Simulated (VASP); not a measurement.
A run of VASP 6.6.1 is set up as follows.

INCAR

```
SYSTEM = Zn2Br3
PREC     = Accurate       ! precision mode
ENCUT    = 600            ! plane-wave cutoff, eV
EDIFF    = 1E-7           ! SCF threshold, eV
ISMEAR   = 0              ! smearing method
SIGMA    = 0.1            ! smearing width, eV
LREAL    = .FALSE.        ! projectors in reciprocal space
LASPH    = .TRUE.         ! aspherical terms in the spheres
NELM     = 100            ! most SCF steps
ALGO     = Normal         ! electronic algorithm
ISIF     = 3              ! what is computed and relaxed
LWAVE    = .FALSE.        ! write WAVECAR
LCHARG   = .FALSE.        ! write CHGCAR
GGA      = PE             ! functional
IBRION   = 2              ! ionic algorithm
NSW      = 90             ! ionic steps
EDIFFG   = -0.04          ! ionic threshold
```

KPOINTS

```
regular mesh
0
G
  2 2 4
  0 0 0
```

The input POSCAR:

```
Zn2Br3
1.0
    8.1916294344      0.0000000000      0.0000000000
    0.0000000000      8.1916294344      0.0000000000
    0.0000000000      0.0000000000      4.1153212508
Zn Br
4 6
Direct
    0.3800000000      0.8800000000      0.0000000000
    0.1200000000      0.3800000000      0.0000000000
    0.6200000000      0.1200000000      0.0000000000
    0.8800000000      0.6200000000      0.0000000000
    0.0000000000      0.0000000000      0.0000000000
    0.5000000000      0.5000000000      0.0000000000
    0.1800000000      0.6800000000      0.5000000000
    0.3200000000      0.1800000000      0.5000000000
    0.8200000000      0.3200000000      0.5000000000
    0.6800000000      0.8200000000      0.5000000000
```

Potentials or basis: VASP PAW PBE potentials, release 64 (Zn, Br).

Launch:

```bash
$ cat potpaw_PBE.64/Zn/POTCAR potpaw_PBE.64/Br/POTCAR > POTCAR
$ mpirun -np 1 vasp_std > vasp.out
```

(1) Estimate the band gap on the k mesh.

(2) Predict the space group after relaxing (to 0.1 Å).

(3) Estimate the relaxed volume.

(4) What does it give for the relaxed cell?

Answers

(1) zero (bands 45 and 46 overlap by 1.95 eV).

(2) P4/mbm (No. 127).

(3) 30.97 Å³/atom.

(4) a = 8.062 Å, b = 8.062 Å, c = 4.765 Å, α = 90.00°, β = 90.00°, γ = 90.00°.

Caveat: the k points lie up to 0.39 Å⁻¹ apart in the final cell, too coarse for converged energies and pressures of a metal; a cell axis changed by over 15 % at a fixed basis, so the end point is rough.
